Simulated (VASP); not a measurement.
A run of VASP 6.6.1 is set up as follows.

INCAR

```
  PREC = Accurate
  ENCUT = 520
  EDIFF = 1E-7
  ISMEAR = 0
  SIGMA = 0.15
  LREAL = F
  LASPH = T
  NELM = 100
  ALGO = Fast
  ISIF = 2
  LWAVE = F
  LCHARG = F
  GGA = PS
  NBANDS = 14
```

KPOINTS

```
regular mesh
0
Gamma
  16 16 16
```

The input POSCAR:

```
AlNi
1.0
    2.6505200000      0.0000000000      0.0000000000
    0.0000000000      2.6505200000      0.0000000000
    0.0000000000      0.0000000000      2.7657600000
Al Ni
1 1
Direct
    0.0000000000      0.0000000000      0.0000000000
    0.5000000000      0.5000000000      0.5000000000
```

Potentials or basis: VASP PAW PBE potentials, release 64 (Al, Ni).

Command:

```sh
$ cat potpaw_PBE.64/Al/POTCAR potpaw_PBE.64/Ni/POTCAR > POTCAR
$ mpirun -np 1 vasp_std > vasp.out
```

(1) Estimate the band gap on the k mesh.

(2) Estimate the pressure.

Results:

(1) zero (an odd number of electrons rules out a gap without spin polarisation).

(2) 49.1 GPa.

Caveat: the cell differs from its parent crystal (strain -0.080 along x and y, -0.040 along z); the cell stands under pressure; the PAW data sets were made with another functional, which shifts forces and pressure a little.
